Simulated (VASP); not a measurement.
Here is a VASP 6.6.1 calculation.

The input INCAR:

```
PREC = Accurate ; ENCUT = 520
EDIFF = 1E-7 ; ISMEAR = -1
SIGMA = 0.08 ; LREAL = F
LASPH = T ; NELM = 100
ALGO = Normal ; ISIF = 2
LWAVE = F ; LCHARG = F
GGA = PS ; NBANDS = 19
```

KPOINTS

```
Automatic mesh
0
Gamma
  13 13 7
```

POSCAR

```
Ti
1.0
    2.9499978604      0.0000000000      0.0000000000
   -1.4749989302      2.5547730882      0.0000000000
    0.0000000000      0.0000000000      4.8265800000
Ti
2
Direct
    0.3333333333      0.6666666667      0.2500000000
    0.6666666667      0.3333333333      0.7500000000
```

Potentials or basis: VASP PAW PBE potentials, release 64 (Ti_sv).

Run with:

```bash
$ cat potpaw_PBE.64/Ti_sv/POTCAR > POTCAR
$ mpirun -np 1 vasp_std > vasp.out
```

Task: Predict the band gap on the k mesh.

Result: Zero (band 12 reaches 8.40 eV, above the bottom of band 13 at 7.43 eV).

Task: Predict the pressure.

Result: -8.7 GPa.

Stress tensor (GPa, compression positive):
```
 -7.58   0.00   0.00
  0.00  -7.58   0.00
  0.00   0.00 -10.90
```

Caveat: the cell differs from its parent crystal (zz strain of +3 %); the PAW data sets were made with another functional, which shifts forces and pressure a little.
